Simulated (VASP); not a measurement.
Wanted: the native input for a VASP 6.6.1 run.

```
Task                   : single point
Functional             : PBE
Dispersion             : D3(BJ)
Potentials or basis    : VASP PAW PBE potentials, release 64 (Se, Pt)
Cutoff                 : 520 eV
k mesh                 : 12 × 12 × 1
Occupations            : gaussian, width 0.02 eV
Spin                   : no spin polarisation
Dipole correction      : yes
Further INCAR settings : ALGO = Normal; EDIFF = 1e-07; NBANDS = 18
```

The structure of PtSe2 lies in POSCAR:

```
PtSe2
1.0
    3.7810034578      0.0000000000      0.0000000000
   -1.8905017289      3.2744450462      0.0000000000
    0.0000000000      0.0000000000     31.1216233429
Se Pt
2 1
Direct
    0.6666666667      0.3333333333      0.4587505310
    0.3333333333      0.6666666667      0.5412494690
    0.0000000000      0.0000000000      0.5000000000
```

This cell differs from its parent crystal: biaxial strain +0.020, then relaxed in part.

These files were run (other wordings do the same):

INCAR

```
SYSTEM = PtSe2
PREC     = Accurate       ! precision mode
ENCUT    = 520            ! plane-wave cutoff, eV
EDIFF    = 1E-7           ! SCF threshold, eV
ISMEAR   = 0              ! smearing method
SIGMA    = 0.02           ! smearing width, eV
LREAL    = .FALSE.        ! projectors in reciprocal space
LASPH    = .TRUE.         ! aspherical terms in the spheres
NELM     = 100            ! most SCF steps
ALGO     = Normal         ! electronic algorithm
ISIF     = 2              ! what is computed and relaxed
LWAVE    = .FALSE.        ! write WAVECAR
LCHARG   = .FALSE.        ! write CHGCAR
LDIPOL   = .TRUE.       
IDIPOL   = 3            
DIPOL    = 0.5 0.5 0.500
GGA      = PE             ! functional
IVDW     = 12             ! dispersion correction
NBANDS   = 18             ! bands
```

KPOINTS

```
regular mesh
0
G
  12 12 1
  0 0 0
```

Potentials or basis: VASP PAW PBE potentials, release 64 (Se, Pt).

Launch:

```console
$ cat potpaw_PBE.64/Se/POTCAR potpaw_PBE.64/Pt/POTCAR > POTCAR
$ mpirun -np 1 vasp_std > vasp.out
```

Results of the run:

| Item | Value |
| --- | --- |
| Band gap on the k mesh | 1.35 eV, indirect (least direct gap 1.48 eV) |
| Dispersion energy per atom | -0.288 eV |

Caveat: the cell differs from its parent crystal (biaxial strain +0.020, then relaxed in part); spin-orbit coupling is left out, which moves the levels of the heavy elements.

Wall time 2.2 min on 1 thread of Intel(R) Xeon(R) 6975P-C (Granite Rapids), with other jobs on the host, peak memory 0.53 GiB.
